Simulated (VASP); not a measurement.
A run of VASP 6.6.1 is set up as follows.

File INCAR:

```
PREC = Accurate
ENCUT = 520
EDIFF = 1E-6
ISMEAR = 0
SIGMA = 0.1
LREAL = False
LASPH = True
NELM = 80
ALGO = Normal
ISIF = 2
LWAVE = False
LCHARG = False
GGA = PE
IVDW = 12
NBANDS = 19
```

KPOINTS

```
regular mesh
0
Gamma
  15 15 8
```

File POSCAR:

```
Hg
1.0
    3.2962545307      0.0000000000      0.0000000000
   -1.6481272654      2.8546401609      0.0000000000
    0.0000000000      0.0000000000      5.1391457665
Hg
2
Direct
    0.6666666667      0.3333333333      0.7500000000
    0.3333333333      0.6666666667      0.2500000000
```

Potentials or basis: VASP PAW PBE potentials, release 64 (Hg).

The run is started by

```console
$ cat potpaw_PBE.64/Hg/POTCAR > POTCAR
$ mpirun -np 1 vasp_std > vasp.out
```

Problem. What does it give for the pressure?

Solution. 1.6 GPa.

Problem. Predict the dispersion energy per atom.

Solution. -0.433 eV.
